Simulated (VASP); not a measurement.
Input of a VASP 6.6.1 run:

POSCAR

```
NdN2
1.0
    0.0000000000      2.6409021656      2.6409021656
    2.6409021656      0.0000000000      2.6409021656
    2.6409021656      2.6409021656      0.0000000000
Nd N
1 2
Direct
    0.0000000000      0.0000000000      0.0000000000
    0.2500000000      0.2500000000      0.2500000000
    0.7500000000      0.7500000000      0.7500000000
```

INCAR.step1

```
SYSTEM = NdN2
  PREC = Accurate
  ENCUT = 520
  EDIFF = 1E-6
  ISMEAR = 0
  SIGMA = 0.05
  LREAL = .False.
  LASPH = .True.
  NELM = 150
  ALGO = Normal
  ISIF = 2
  LWAVE = .False.
  LCHARG = .True.
  ISPIN = 2
  MAGMOM = 1.38 0 0
  LMAXMIX = 6
  GGA = PS
  NBANDS = 23
```

The input KPOINTS.step1:

```
Automatic mesh
0
Gamma
  10 10 10
  0 0 0
```

INCAR.step2

```
SYSTEM = NdN2
  PREC = Accurate
  ENCUT = 520
  EDIFF = 1E-6
  ISMEAR = -5
  SIGMA = 0.05
  LREAL = .False.
  LASPH = .True.
  NELM = 150
  ALGO = Normal
  ISIF = 2
  LWAVE = .False.
  LCHARG = .False.
  ISPIN = 2
  MAGMOM = 1.38 0 0
  LORBIT = 11
  LMAXMIX = 6
  GGA = PS
  NEDOS = 1001
  ICHARG = 11
```

Contents of KPOINTS.step2:

```
Automatic mesh
0
Gamma
  15 15 15
  0 0 0
```

Potentials or basis: VASP PAW PBE potentials, release 64 (Nd, N).

Command:

```bash
$ cat potpaw_PBE.64/Nd/POTCAR potpaw_PBE.64/N/POTCAR > POTCAR
$ cp INCAR.step1 INCAR
$ cp KPOINTS.step1 KPOINTS
$ mpirun -np 1 vasp_std > vasp.out
$ cp INCAR.step2 INCAR
$ cp KPOINTS.step2 KPOINTS
$ mpirun -np 1 vasp_std > vasp.out
```

Question: What does it give for the net moment?

Answer: -0.46 μB per cell.

Question: What does it give for the site moments?

Answer: Nd -1.29; N +0.35 μB.

Caveat: the magnetic or orbital state may not be the lowest. The state reached can hang on the start; a lower one may exist.
